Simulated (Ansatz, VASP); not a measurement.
**P: VASP beside Ansatz**

Contents of INCAR:

```
  ALGO = Normal
  EDIFF = 1E-6
  ENCUT = 520
  GGA = PE
  ISIF = 2
  ISMEAR = -1
  LASPH = True
  LCHARG = False
  LREAL = False
  LWAVE = False
  NBANDS = 18
  NELM = 100
  PREC = Accurate
  SIGMA = 0.03
```

File KPOINTS:

```
k-points
0
Gamma
  4 4 3
```

Contents of POSCAR:

```
P
1.0
    1.6477431241     -5.4650377251      0.0000000000
    1.6477431241      5.4650377251      0.0000000000
    0.0000000000      0.0000000000      4.5436355900
P
4
Direct
    0.9041431300      0.0958568700      0.5888151700
    0.0958568700      0.9041431300      0.4111848300
    0.5958568700      0.4041431300      0.0888151700
    0.4041431300      0.5958568700      0.9111848300
```

Contents of input.yaml:

```yaml
crystal:
  lattice:
    - [1.6477431241, -5.4650377251, 0.0]
    - [1.6477431241, 5.4650377251, 0.0]
    - [0.0, 0.0, 4.54363559]
  atoms:
    - { symbol: P, position: [0.90414313, 0.09585687, 0.58881517] }
    - { symbol: P, position: [0.09585687, 0.90414313, 0.41118483] }
    - { symbol: P, position: [0.59585687, 0.40414313, 0.08881517] }
    - { symbol: P, position: [0.40414313, 0.59585687, 0.91118483] }
kpoints:
  mp_grid: { grid: [4, 4, 3] }
scf:
  occupations: { method: fermi_dirac, width: 0.03 }
hamiltonian:
  xc: pbe
  pseudopotentials: { kind: all_electron, lapw: { basis_error: 0.002 } }
output:
  forces: true
  stress: true
  eigenvalues: true
```

Alike in both runs: task single point; functional PBE; k mesh 4 × 4 × 3; occupations fermi-dirac, width 0.03 eV; no spin polarisation.

```csv
,VASP,Ansatz
version,VASP 6.6.1,Ansatz 0.2.0
potentials or method,"VASP PAW PBE potentials, release 64 (P), cutoff 520 eV","all-electron LAPW, scalar-relativistic"
```

|  | VASP | Ansatz | Ansatz less VASP |
| --- | --- | --- | --- |
| gap on the k mesh at the Fermi level (eV) | 0.11 | 0.10 | -0.010 |
| least direct gap on the mesh (eV) | 0.11 | 0.10 | -0.010 |
| pressure (GPa) | 1.9 | 2.2 | +0.35 |
| traceless stress, the component that is largest in VASP (GPa) | 1.31 | 1.36 | +0.051 |
| rms of the force components (eV/Å) | 0.153 | 0.177 | +0.0249 |

Atom by atom the forces differ by 0.028 eV/Å (rms over components). Ansatz ran all-electron here, and VASP with PAW potentials.

The k mesh is coarse, so the values compare programs but aren't converged.
